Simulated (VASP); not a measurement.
Here is a VASP 6.6.1 calculation.

The input INCAR:

```
SYSTEM = ZrF3
  ALGO = Normal
  EDIFF = 1E-7
  EDIFFG = -0.04
  ENCUT = 600
  GGA = PE
  IBRION = 2
  ISIF = 3
  ISMEAR = 0
  LASPH = .True.
  LCHARG = .False.
  LREAL = .False.
  LWAVE = .False.
  NELM = 100
  NSW = 90
  PREC = Accurate
  SIGMA = 0.1
```

Contents of KPOINTS:

```
k-points
0
Gamma
  6 6 4
  0 0 0
```

The input POSCAR:

```
ZrF3
1.0
    3.0847875018      0.0000000000      0.0000000000
    0.0000000000      3.0847875018      0.0000000000
    0.0000000000      0.0000000000      4.4606682751
Zr F
1 3
Direct
    0.0000000000      0.0000000000      0.0000000000
    0.5000000000      0.5000000000      0.7653035500
    0.0000000000      0.0000000000      0.5000000000
    0.5000000000      0.5000000000      0.2346964500
```

Potentials or basis: VASP PAW PBE potentials, release 64 (Zr_sv, F).

The run is started by

```bash
$ cat potpaw_PBE.64/Zr_sv/POTCAR potpaw_PBE.64/F/POTCAR > POTCAR
$ mpirun -np 1 vasp_std > vasp.out
```

Problem. What does it give for the relaxed cell?

Solution. a = 3.090 Å, b = 3.090 Å, c = 4.439 Å, α = 90.00°, β = 90.00°, γ = 90.00°.

Problem. What does it give for the relaxed volume?

Solution. 10.59 Å³/atom.

Problem. Predict the space group after relaxing (to 0.05 Å).

Solution. P4/mmm (No. 123).

Step by step:
| step | energy change (eV) | largest force (eV/Å) | pressure (GPa) | volume (Å³) |
| --- | --- | --- | --- | --- |
| 1 | 0.0000 | 0.0084 | -0.43 | 42.45 |
| 2 | -0.0007 | 0.1210 | 0.55 | 42.27 |
| 3 | -0.0010 | 0.0808 | 0.20 | 42.33 |
| 4 | -0.0014 | 0.0140 | -0.01 | 42.37 |

Caveat: an odd number of electrons without spin polarisation forces a metal; a magnetic or distorted state may lie lower.
